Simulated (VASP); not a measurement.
The system is Ga.

```xyz
2
Lattice="1.3830 -4.0265 0.0000 1.3830 4.0265 0.0000 -0.1174 0.0000 3.3299" Properties=species:S:1:pos:R:3 pbc="T T T"
Ga    1.3536   -2.9716    0.8325
Ga    1.2949    2.9716    2.4974
```

| Property | Result |
| --- | --- |
| Program | VASP 6.6.1 |
| Task | relaxation of cell and atoms |
| Functional | PBEsol |
| Potentials or basis | VASP PAW PBE potentials, release 64 (Ga_d) |
| Cutoff | 600 eV |
| k mesh | 12 × 12 × 10 |
| Occupations | fermi-dirac, width 0.1 eV |
| Spin | no spin polarisation |

At the start: pressure -1.7 GPa; volume 18.54 Å³/atom.

Question: How do energy, volume and symmetry change on relaxing?

Answer: Over 24 steps the energy falls by 7.4 meV/atom and the volume is 17.93 Å³/atom (-3.3 %); space group C2/c (No. 15, to 0.1 Å) before, Cmcm (No. 63, to 0.1 Å).

The path:
| step | energy change (eV) | largest force (eV/Å) | pressure (GPa) | volume (Å³) |
| --- | --- | --- | --- | --- |
| 1 | 0.0000 | 0.1753 | -1.68 | 37.09 |
| 2 | -0.0099 | 0.0893 | -0.22 | 36.05 |
| 3 | -0.0104 | 0.0651 | 0.20 | 35.80 |
| 4 | -0.0104 | 0.0623 | 0.28 | 35.77 |
| 5 | -0.0110 | 0.0199 | 0.09 | 35.86 |
| 6 | -0.0111 | 0.0070 | -0.09 | 35.92 |
| 7 | -0.0111 | 0.0042 | -0.04 | 35.92 |
| 8 | -0.0113 | 0.0074 | 0.02 | 35.91 |
| 9 | -0.0116 | 0.0179 | 0.10 | 35.87 |
| 10 | -0.0116 | 0.0402 | 0.09 | 35.80 |
| 11 | -0.0118 | 0.0277 | 0.00 | 35.84 |
| 12 | -0.0119 | 0.0278 | 0.07 | 35.83 |
| 13 | -0.0123 | 0.0284 | 0.14 | 35.81 |
| 14 | -0.0130 | 0.0266 | 0.16 | 35.77 |
| 15 | -0.0127 | 0.0156 | 0.33 | 35.66 |
| 16 | -0.0132 | 0.0222 | 0.24 | 35.72 |
| 17 | -0.0135 | 0.0197 | 0.13 | 35.77 |
| 18 | -0.0137 | 0.0168 | 0.01 | 35.82 |
| 19 | -0.0136 | 0.0107 | -0.12 | 35.93 |
| 20 | -0.0138 | 0.0153 | -0.03 | 35.85 |
| 21 | -0.0140 | 0.0128 | 0.00 | 35.84 |
| 22 | -0.0144 | 0.0051 | 0.09 | 35.81 |
| 23 | -0.0148 | 0.0101 | 0.13 | 35.75 |
| 24 | -0.0148 | 0.0085 | -0.03 | 35.85 |

Final structure:
```
Ga
1.0
     1.35333   -4.13455    0.02356
     1.35333    4.13455    0.02356
    -0.06016    0.00000    3.20271
Ga
2
Direct
  0.86791 0.13209 0.25000
  0.13209 0.86791 0.75000
```

Caveat: the PAW data sets were made with another functional, which shifts forces and pressure a little.
